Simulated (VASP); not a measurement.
# AlNi (Pm-3m) in VASP: notebook, part 2 of 2

VASP 6.6.1. Earlier steps stand in the parts before.

### 3 Single point, PBEsol

This run uses another cell than the first one, of 11.73 Å³/atom, 1.003 times its volume.

The input, INCAR:

```
PREC = Accurate
ENCUT = 520
EDIFF = 1E-6
ISMEAR = 0
SIGMA = 0.1
LREAL = F
LASPH = T
NELM = 80
ALGO = Normal
ISIF = 2
LWAVE = F
LCHARG = T
GGA = PS
LELF = T
LVHAR = T
NBANDS = 14
```

The input, KPOINTS:

```
regular mesh
0
Gamma
  14 14 14
```

The input, POSCAR:

```
AlNi
1.0
    2.8623511850      0.0000000000      0.0000000000
    0.0000000000      2.8623511850      0.0000000000
    0.0000000000      0.0000000000      2.8623511850
Al Ni
1 1
Direct
    0.5000000000      0.5000000000      0.5000000000
    0.0000000000      0.0000000000      0.0000000000
```

Potentials or basis: VASP PAW PBE potentials, release 64 (Al, Ni).

Launch:

```
> cat potpaw_PBE.64/Al/POTCAR potpaw_PBE.64/Ni/POTCAR > POTCAR
> mpirun -np 1 vasp_std > vasp.out
```

OUTCAR:

```text
PREC = Accurate
   ENCUT = 520
   EDIFF = 1E-6
   ISMEAR = 0
   LREAL = F
   LASPH = T
   NELM = 80
   ISIF = 2
   GGA = PS

 ion  position               nearest neighbor table
   1  0.500  0.500  0.500-   2 2.48   2 2.48   2 2.48   2 2.48   2 2.48   2 2.48   2 2.48   2 2.48

   2  0.000  0.000  0.000-   1 2.48   1 2.48   1 2.48   1 2.48   1 2.48   1 2.48   1 2.48   1 2.48

  LATTYP: Found a simple cubic cell.
 ALAT       =     2.8623511850

  Lattice vectors:

 A1 = (   2.8623511850,   0.0000000000,   0.0000000000)
 A2 = (   0.0000000000,   2.8623511850,   0.0000000000)
 A3 = (   0.0000000000,   0.0000000000,   2.8623511850)

Analysis of symmetry for initial positions (statically):
=====================================================================
 Subroutine PRICEL returns:
 Original cell was already a primitive cell.

 Routine SETGRP: Setting up the symmetry group for a
 simple cubic supercell.

 Subroutine GETGRP returns: Found 48 space group operations
 (whereof 48 operations were pure point group operations)
 out of a pool of 48 trial point group operations.

The static configuration has the point symmetry O_h .

Analysis of symmetry for dynamics (positions and initial velocities):
[... 166 lines left out ...]

 k-point     1 :       0.0000    0.0000    0.0000
  band No.  band energies     occupation
      1      -1.1183      2.00000
      2       6.8247      2.00000
      3       6.8247      2.00000
      4       8.5736      2.00000
      5       8.5736      2.00000
      6       8.5736      2.00000
      7      15.7354      0.00000
      8      15.7354      0.00000
      9      15.7354      0.00000
     10      18.3652      0.00000
     11      18.3652      0.00000
     12      24.2361      0.00000
     13      31.2831      0.00000
     14      31.2831      0.00000
[... 377 lines left out ...]
      1       1.9567      2.00000
      2       5.8310      2.00000
      3       7.2206      2.00000
      4       7.7723      2.00000
      5       8.0300      2.00000
      6       8.3765      2.00000
      7      10.0551      1.69534
      8      13.9657      0.00000
      9      18.0671      0.00000
     10      19.4269      0.00000
     11      21.8607      0.00000
     12      24.1653      0.00000
     13      26.4354      0.00000
     14      27.9618      0.00000

 [... further k-points ...]
[... 5 lines left out ...]
  --------------------------------------------------------------------------------------
  -------------------------------------------------------------------------------------
  Total        0.0302567      0.0302567      0.0302567     -0.0000000     -0.0000000     -0.0000000
  in kB        2.0671107      2.0671107      2.0671107     -0.0000000     -0.0000000     -0.0000000
  external PRESSURE =       2.0671107 kB  Pullay stress =       0.0000000 kB

 VOLUME and BASIS-vectors are now :
 -----------------------------------------------------------------------------
  energy-cutoff  :      520.00
  volume of cell :       23.45
      direct lattice vectors                 reciprocal lattice vectors
     2.862351185  0.000000000  0.000000000     0.349363141  0.000000000  0.000000000
     0.000000000  2.862351185  0.000000000     0.000000000  0.349363141  0.000000000
     0.000000000  0.000000000  2.862351185     0.000000000  0.000000000  0.349363141

 POSITION                                       TOTAL-FORCE (eV/Angst)
 -----------------------------------------------------------------------------------
      1.43118      1.43118      1.43118         0.000000      0.000000      0.000000
      0.00000      0.00000      0.00000         0.000000      0.000000      0.000000
 -----------------------------------------------------------------------------------
    total drift:                                0.000000      0.000000      0.000000

  FREE ENERGIE OF THE ION-ELECTRON SYSTEM (eV)
  ---------------------------------------------------
  free  energy   TOTEN  =       -11.5870856280 eV

  energy  without entropy=      -11.5820365967  energy(sigma->0) =      -11.58456111
```

OSZICAR:

```text
N       E                     dE             d eps       ncg     rms          rms(c)
DAV:   1     0.412221019446E+02    0.41222E+02   -0.54305E+03  3424   0.983E+02
DAV:   2    -0.114209195275E+02   -0.52643E+02   -0.47515E+02  3594   0.181E+02
DAV:   3    -0.132071141032E+02   -0.17862E+01   -0.17697E+01  4218   0.375E+01
DAV:   4    -0.132311444042E+02   -0.24030E-01   -0.24024E-01  4012   0.392E+00
DAV:   5    -0.132318620803E+02   -0.71768E-03   -0.71766E-03  4382   0.733E-01    0.128E+01
DAV:   6    -0.152395605092E+02   -0.20077E+01   -0.50596E+01  3918   0.100E+02    0.162E+01
DAV:   7    -0.116193432747E+02    0.36202E+01   -0.14622E+01  3954   0.591E+01    0.110E+00
DAV:   8    -0.116021382914E+02    0.17205E-01   -0.30520E-01  4258   0.591E+00    0.999E-01
DAV:   9    -0.115875166148E+02    0.14622E-01   -0.43180E-02  4308   0.265E+00    0.213E-01
DAV:  10    -0.115870842561E+02    0.43236E-03   -0.18274E-03  4474   0.581E-01    0.772E-02
DAV:  11    -0.115870869263E+02   -0.26701E-05   -0.57763E-05  4074   0.572E-02    0.153E-02
DAV:  12    -0.115870858662E+02    0.10600E-05   -0.60971E-06  4222   0.353E-02    0.341E-03
DAV:  13    -0.115870856280E+02    0.23826E-06   -0.15211E-07  2172   0.481E-03
   1 F= -.11587086E+02 E0= -.11584561E+02  d E =-.504903E-02
```

It took 13 s on 1 thread of Intel Xeon Platinum 8559C (Emerald Rapids), shared host; peak memory 0.16 GiB.

What came out:

| Quantity | Value |
| --- | --- |
| Free energy | -11.5871 eV |
| Pressure | 0.2 GPa |

Levels at points of the mesh, in eV from the Fermi level:
| k point | band 3 | band 4 | band 5 | band 6 | band 7 | band 8 | band 9 | band 10 | band 11 | band 12 |
| --- | --- | --- | --- | --- | --- | --- | --- | --- | --- | --- |
| (0.00, 0.00, 0.00) | -3.30 | -1.55 | -1.55 | -1.55 | 5.61 | 5.61 | 5.61 | 8.24 | 8.24 | 14.11 |
| (0.50, 0.00, 0.00) | -2.81 | -2.28 | -2.28 | -1.46 | -0.63 | 8.35 | 10.11 | 10.11 | 11.12 | 11.12 |
| (0.50, 0.50, 0.00) | -2.90 | -2.90 | -2.11 | -2.11 | -1.01 | 1.52 | 2.62 | 12.53 | 15.31 | 15.31 |
| (0.50, 0.50, 0.50) | -4.17 | -0.98 | -0.98 | 1.99 | 1.99 | 1.99 | 3.93 | 4.59 | 4.59 | 4.59 |

Caveat: the PAW data sets were made with another functional, which shifts forces and pressure a little. Spin polarisation is off, so any magnetic state and its effect on volume and gap are missing.
